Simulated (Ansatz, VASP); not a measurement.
# CuAu: VASP beside Ansatz

```xyz
2
Lattice="2.8107 0.0000 0.0000 0.0000 2.8107 0.0000 0.0000 0.0000 3.6850" Properties=species:S:1:pos:R:3 pbc="T T T"
Au    0.0000    0.0000    0.0000
Cu    1.4054    1.4054    1.8425
```

Alike in both runs: task relaxation of cell and atoms; functional LDA; k mesh 7 × 7 × 5; occupations fermi-dirac, width 0.05 eV; no spin polarisation.

|  | VASP | Ansatz |
| --- | --- | --- |
| version | VASP 6.6.1 | Ansatz 0.2.0 |
| potentials or method | VASP PAW LDA potentials, release 64 (Au, Cu) | Ansatz PAW |
| plane-wave cutoff (eV) | 600 | 420 |
| valence electrons in the cell | 22 | 38 |

|  | VASP | Ansatz | Ansatz less VASP |
| --- | --- | --- | --- |
| gap on the k mesh at the Fermi level, each at its own relaxed structure (eV) | none | none | - |
| relaxed volume (Å³/atom) | 13.80 | 13.76 | -0.048 |
| relaxed cell length with the largest relative difference (Å) | 3.547 | 3.543 | -0.0044 |

LDA's correlation is that of Perdew and Zunger in VASP and of Perdew and Wang (1992) in Ansatz. A gap of «none» marks a metal or a gap that the smearing closes. VASP's potentials hold 22 valence electrons a cell and Ansatz's 38, so a difference there can come from the potentials and not from the codes.

Neither program's run includes spin-orbit coupling. Noted on Ansatz's run: the plane-wave basis is chosen anew once the cell has moved, so the energies of steps on either side of that aren't comparable.
